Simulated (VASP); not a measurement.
# CsBr (Pm-3m) in VASP: notebook, part 2 of 2

VASP 6.6.1.

### 3 Single point, PBEsol

Input file INCAR:

```
SYSTEM = CsBr
ALGO = Normal ; EDIFF = 1E-6
ENCUT = 500 ; GGA = PS
GGA_COMPAT = .False. ; ISIF = 2
ISMEAR = 0 ; LASPH = .True.
LCHARG = .False. ; LREAL = .False.
LWAVE = .False. ; NBANDS = 15
NELM = 120 ; PREC = Accurate
SIGMA = 0.01
```

Input file KPOINTS:

```
k-points
0
Gamma
  4 4 4
  0 0 0
```

Input file POSCAR:

```
CsBr
1.0
    4.2860000000      0.0000000000      0.0000000000
    0.0000000000      4.2860000000      0.0000000000
    0.0000000000      0.0000000000      4.2860000000
Cs Br
1 1
Direct
    0.0000000000      0.0000000000      0.0000000000
    0.5000000000      0.5000000000      0.5000000000
```

Potentials or basis: VASP PAW PBE potentials, release 64 (Cs_sv, Br).

Started as:

```
> cat potpaw_PBE.64/Cs_sv/POTCAR potpaw_PBE.64/Br/POTCAR > POTCAR
> mpirun -np 1 vasp_std > vasp.out
```

OUTCAR:

```text
SYSTEM = CsBr
   EDIFF = 1E-6
   ENCUT = 500
   GGA = PS
   ISIF = 2
   ISMEAR = 0
   LASPH = .True.
   LREAL = .False.
   NELM = 120
   PREC = Accurate

 ion  position               nearest neighbor table
   1  0.000  0.000  0.000-
   2  0.500  0.500  0.500-

  LATTYP: Found a simple cubic cell.
 ALAT       =     4.2860000000

  Lattice vectors:

 A1 = (   4.2860000000,   0.0000000000,   0.0000000000)
 A2 = (   0.0000000000,   4.2860000000,   0.0000000000)
 A3 = (   0.0000000000,   0.0000000000,   4.2860000000)

Analysis of symmetry for initial positions (statically):
=====================================================================
 Subroutine PRICEL returns:
 Original cell was already a primitive cell.

 Routine SETGRP: Setting up the symmetry group for a
 simple cubic supercell.

 Subroutine GETGRP returns: Found 48 space group operations
 (whereof 48 operations were pure point group operations)
 out of a pool of 48 trial point group operations.

The static configuration has the point symmetry O_h .

Analysis of symmetry for dynamics (positions and initial velocities):
=====================================================================
 Subroutine PRICEL returns:
 Original cell was already a primitive cell.

 Routine SETGRP: Setting up the symmetry group for a
 simple cubic supercell.

 Subroutine GETGRP returns: Found 48 space group operations
 (whereof 48 operations were pure point group operations)
 out of a pool of 48 trial point group operations.

The dynamic configuration has the point symmetry O_h .

 Subroutine INISYM returns: Found 48 space group operations
 (whereof 48 operations are pure point group operations),
 and found     1 'primitive' translations

----------------------------------------------------------------------------------------

                                     Primitive cell

  volume of cell :      78.7329

  direct lattice vectors                    reciprocal lattice vectors
     4.286000000  0.000000000  0.000000000     0.233317779  0.000000000  0.000000000
     0.000000000  4.286000000  0.000000000     0.000000000  0.233317779  0.000000000
     0.000000000  0.000000000  4.286000000     0.000000000  0.000000000  0.233317779

  length of vectors
     4.286000000  4.286000000  4.286000000     0.233317779  0.233317779  0.233317779

  position of ions in fractional coordinates (direct lattice)
     0.000000000  0.000000000  0.000000000
     0.500000000  0.500000000  0.500000000

  ion indices of the primitive-cell ions
   primitive index   ion index
                 1           1
                 2           2

----------------------------------------------------------------------------------------

 KPOINTS: k-points

Automatic generation of k-mesh.
 Grid dimensions read from file:
 generate k-points for:    4    4    4

 Generating k-lattice:

  Cartesian coordinates                     Fractional coordinates (reciprocal lattice)
     0.058329445  0.000000000  0.000000000     0.250000000  0.000000000  0.000000000
     0.000000000  0.058329445  0.000000000     0.000000000  0.250000000  0.000000000
     0.000000000  0.000000000  0.058329445     0.000000000  0.000000000  0.250000000

[... 23 lines left out ...]
   k-points           NKPTS =     10   k-points in BZ     NKDIM =     10   number of bands    NBANDS=     15
   number of dos      NEDOS =    301   number of ions     NIONS =      2
   total plane-waves  NPLWV =  32768
   dimension x,y,z NGX =    32 NGY =   32 NGZ =   32
   dimension x,y,z NGXF=    64 NGYF=   64 NGZF=   64
   ions per type =               1   1
   NGX,Y,Z   is equivalent  to a cutoff of  12.41, 12.41, 12.41 a.u.
   NGXF,Y,Z  is equivalent  to a cutoff of  24.82, 24.82, 24.82 a.u.
 SYSTEM =  CsBr
   PREC   = accura    normal or accurate (medium, high low for compatibility)
   ISTART =      0    job   : 0-new  1-cont  2-samecut
   ICHARG =      2    charge: 1-file 2-atom 10-const
   ISPIN  =      1    spin polarized calculation?
   LNONCOLLINEAR =      F non collinear calculations
   LSORBIT =      F    spin-orbit coupling
   LASPH  =      T    aspherical Exc in radial PAW
   ENCUT  =  500.0 eV  36.75 Ry    6.06 a.u.   7.81  7.81  7.81*2*pi/ulx,y,z
   NELM   =    120;   NELMIN=  2; NELMDL= -5     # of ELM steps
   EDIFF  = 0.1E-05   stopping-criterion for ELM
   LREAL  =      F    real-space projection
   EDIFFG = 0.1E-04   stopping-criterion for IOM
   NSW    =      0    number of steps for IOM
   IBRION =     -1    ionic relax: 0-MD 1-quasi-New 2-CG
   NFREE  =      0    steps in history (QN), initial steepest desc. (CG)
   ISIF   =      2    stress and relaxation
   ISYM   =      2    0-nonsym 1-usesym 2-fastsym
   POTIM  = 0.5000    time-step for ionic-motion
   TEBEG  =    0.0;   TEEND  =   0.0 temperature during run
   PSTRESS=    0.0 pullay stress
   NELECT =      16.0000    total number of electrons
   NUPDOWN=      -1.0000    fix difference up-down
   EMIN   =  10.00;   EMAX   =-10.00  energy-range for DOS
   EFERMI =   0.00;   METHOD = LEGACY
   ISMEAR =     0;   SIGMA  =   0.01  broadening in eV -4-tet -1-fermi 0-gaus
   EFERMI_NEDOS =   21; number of points for ismear=-14 and -15
   IALGO  =     38    algorithm
   IMIX   =      4    mixing-type and parameters
     AMIX     =   0.40;   BMIX     =  1.00
     AMIX_MAG =   1.60;   BMIX_MAG =  1.00
  volume/ion in A,a.u.               =      39.37       265.66
  Fermi-wavevector in a.u.,A,eV,Ry     =   0.962489  1.818841 12.604247  0.926386
  Thomas-Fermi vector in A             =   2.091953
   LORBIT       =      0    0 simple, 1 ext, 2 COOP (PROOUT), +10 PAW based schemes
   GGA     = PS    functional components
   LHFCALC =     F    Hartree Fock is set to
   AEXX    =    0.0000 exact exchange contribution
   IVDW    =     0    specifies the selected vdW correction
   LEPSILON=     F    determine dielectric tensor
   LRPA    =     F    only Hartree local field effects (RPA)
 non-spin polarized calculation
 Gauss-broadening in eV      SIGMA  =   0.01
  energy-cutoff  :      500.00
  volume of cell :       78.73
 maximum number of plane-waves:      2016
 NGX is ok and might be reduce to    32
   NGX = 15   NGY = 15   NGZ = 15

 number of electron      15.9999999 magnetization

 Free energy of the ion-electron system (eV)
  ---------------------------------------------------
  ext. energy  EPLUGINS =         0.00000000
  ---------------------------------------------------
  free energy    TOTEN  =        -6.34345809 eV

  energy without entropy =       -6.34345809  energy(sigma->0) =       -6.34345809

 E-fermi :  -0.2933     XC(G=0):  -8.2772

 val. band max:       -0.4097412479   @ k =   0.0000   0.0000   0.0000
 cond. band min:       3.9153968802   @ k =   0.0000   0.0000   0.0000
 fundamental gap:      4.3251381282
 Fermi energy:        -0.2932646856

 k-point     1 :       0.0000    0.0000    0.0000
  band No.  band energies     occupation
      1     -20.1640      2.00000
      2     -12.7929      2.00000
      3      -6.7391      2.00000
      4      -6.7391      2.00000
      5      -6.7391      2.00000
      6      -0.4097      2.00000
      7      -0.4097      2.00000
      8      -0.4097      2.00000
      9       3.9154      0.00000
     10       4.3893      0.00000
     11       4.3893      0.00000
     12       8.6932      0.00000
     13       8.6932      0.00000
     14       8.6932      0.00000
[... 149 lines left out ...]
      2     -12.6099      2.00000
      3      -7.1531      2.00000
      4      -7.1531      2.00000
      5      -7.1531      2.00000
      6      -1.6230      2.00000
      7      -1.6230      2.00000
      8      -1.6230      2.00000
      9       7.8542      0.00000
     10       7.8542      0.00000
     11       7.8542      0.00000
     12       8.6264      0.00000
     13       8.6264      0.00000
     14       8.6264      0.00000
     15      10.9962      0.00000

------------------------ aborting loop because EDIFF is reached ----------------------------------------

  FORCE on cell =-STRESS in cart. coord.  units (eV):
  Direction    XX          YY          ZZ          XY          YZ          ZX
  --------------------------------------------------------------------------------------
  -------------------------------------------------------------------------------------
  Total       -0.1891787     -0.1891787     -0.1891787      0.0000000      0.0000000      0.0000000
  in kB       -3.8496954     -3.8496954     -3.8496954      0.0000000      0.0000000      0.0000000
  external PRESSURE =      -3.8496954 kB  Pullay stress =       0.0000000 kB

 VOLUME and BASIS-vectors are now :
 -----------------------------------------------------------------------------
  energy-cutoff  :      500.00
  volume of cell :       78.73
      direct lattice vectors                 reciprocal lattice vectors
     4.286000000  0.000000000  0.000000000     0.233317779  0.000000000  0.000000000
     0.000000000  4.286000000  0.000000000     0.000000000  0.233317779  0.000000000
     0.000000000  0.000000000  4.286000000     0.000000000  0.000000000  0.233317779

 POSITION                                       TOTAL-FORCE (eV/Angst)
 -----------------------------------------------------------------------------------
      0.00000      0.00000      0.00000         0.000000      0.000000      0.000000
      2.14300      2.14300      2.14300         0.000000      0.000000      0.000000
 -----------------------------------------------------------------------------------
    total drift:                                0.000000      0.000000     -0.000000

  FREE ENERGIE OF THE ION-ELECTRON SYSTEM (eV)
  ---------------------------------------------------
  free  energy   TOTEN  =        -6.3434580894 eV

  energy  without entropy=       -6.3434580894  energy(sigma->0) =       -6.34345809
```

OSZICAR:

```text
N       E                     dE             d eps       ncg     rms          rms(c)
DAV:   1     0.888115075284E+02    0.88812E+02   -0.64405E+03   300   0.876E+02
DAV:   2     0.690716170369E+00   -0.88121E+02   -0.80978E+02   437   0.147E+02
DAV:   3    -0.652216352103E+01   -0.72129E+01   -0.71606E+01   391   0.469E+01
DAV:   4    -0.659006855391E+01   -0.67905E-01   -0.67883E-01   349   0.530E+00
DAV:   5    -0.659040782205E+01   -0.33927E-03   -0.33926E-03   391   0.400E-01    0.169E+00
DAV:   6    -0.637826139603E+01    0.21215E+00   -0.18831E-01   363   0.234E+00    0.912E-01
DAV:   7    -0.634240942240E+01    0.35852E-01   -0.10153E-01   356   0.166E+00    0.537E-01
DAV:   8    -0.634361607997E+01   -0.12067E-02   -0.12085E-02   335   0.624E-01    0.111E-01
DAV:   9    -0.634340370291E+01    0.21238E-03   -0.12885E-03   370   0.185E-01    0.554E-02
DAV:  10    -0.634345563976E+01   -0.51937E-04   -0.16305E-04   349   0.815E-02    0.132E-02
DAV:  11    -0.634345885286E+01   -0.32131E-05   -0.21505E-05   349   0.257E-02    0.898E-03
DAV:  12    -0.634345808942E+01    0.76345E-06   -0.47698E-06   349   0.119E-02
   1 F= -.63434581E+01 E0= -.63434581E+01  d E =-.350994E-62
```

stdout:

```text
POSCAR found type information on POSCAR CsBr
 POSCAR found :  2 types and       2 ions
 scaLAPACK will be used
 -----------------------------------------------------------------------------
|                                                                             |
|                                                                             |
|     You enforced a specific xc type in the INCAR file but a different       |
|     I HOPE YOU KNOW WHAT YOU ARE DOING!                                     |
|                                                                             |
 -----------------------------------------------------------------------------

 LDA part: xc-table for (Slater+PW92), standard interpolation
 POSCAR, INCAR and KPOINTS ok, starting setup
 FFT: planning ... GRIDC
 FFT: planning ... GRID_SOFT
 FFT: planning ... GRID
 WAVECAR not read
 entering main loop
```

It took 5.4 s on 1 thread of Intel Xeon 6975P-C (Granite Rapids), shared host; peak memory 0.17 GiB.

What came out:

| Item | Value |
| --- | --- |
| Free energy | -6.3435 eV |
| Pressure | -0.4 GPa |
| Band gap on the k mesh | 4.33 eV, direct |

Levels at points of the mesh, in eV from the valence-band top:
| k point | band 4 | band 5 | band 6 | band 7 | band 8 | band 9 | band 10 | band 11 | band 12 | band 13 |
| --- | --- | --- | --- | --- | --- | --- | --- | --- | --- | --- |
| (0.00, 0.00, 0.00) | -6.33 | -6.33 | 0.00 | 0.00 | 0.00 | 4.33 | 4.80 | 4.80 | 9.10 | 9.10 |
| (0.50, 0.00, 0.00) | -6.22 | -6.22 | -1.37 | -0.22 | -0.22 | 5.84 | 7.21 | 7.60 | 8.18 | 8.85 |
| (0.50, 0.50, 0.00) | -6.94 | -6.15 | -0.59 | -0.59 | 0.00 | 5.14 | 5.37 | 7.16 | 7.16 | 10.98 |
| (0.50, 0.50, 0.50) | -6.74 | -6.74 | -1.21 | -1.21 | -1.21 | 8.26 | 8.26 | 8.26 | 9.04 | 9.04 |

Caveat: the PAW data sets were made with another functional, which shifts forces and pressure a little; spin-orbit coupling is left out, which moves the levels of the heavy elements. As with any semilocal functional, this PBEsol gap is likely too small.
